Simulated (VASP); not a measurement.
Here is a VASP 6.6.1 calculation.

Contents of INCAR:

```
SYSTEM = Au
ALGO = Normal ; EDIFF = 1E-6
ENCUT = 520 ; GGA = PS
ISIF = 2 ; ISMEAR = -1
LASPH = .True. ; LCHARG = .False.
LREAL = .False. ; LWAVE = .False.
NBANDS = 12 ; NELM = 80
PREC = Accurate ; SIGMA = 0.08
```

File KPOINTS:

```
k-points
0
Gamma
  24 24 24
  0 0 0
```

POSCAR

```
Au
1.0
    0.0000000000      2.0414558910      2.0414558910
    2.0414558910      0.0000000000      2.0414558910
    2.0414558910      2.0414558910      0.0000000000
Au
1
Direct
    0.0000000000      0.0000000000      0.0000000000
```

Potentials or basis: VASP PAW PBE potentials, release 64 (Au).

Run with:

```sh
$ cat potpaw_PBE.64/Au/POTCAR > POTCAR
$ mpirun -np 1 vasp_std > vasp.out
```

Problem. Estimate the pressure.

Solution. -0.3 GPa.

Caveat: the PAW data sets were made with another functional, which shifts forces and pressure a little.
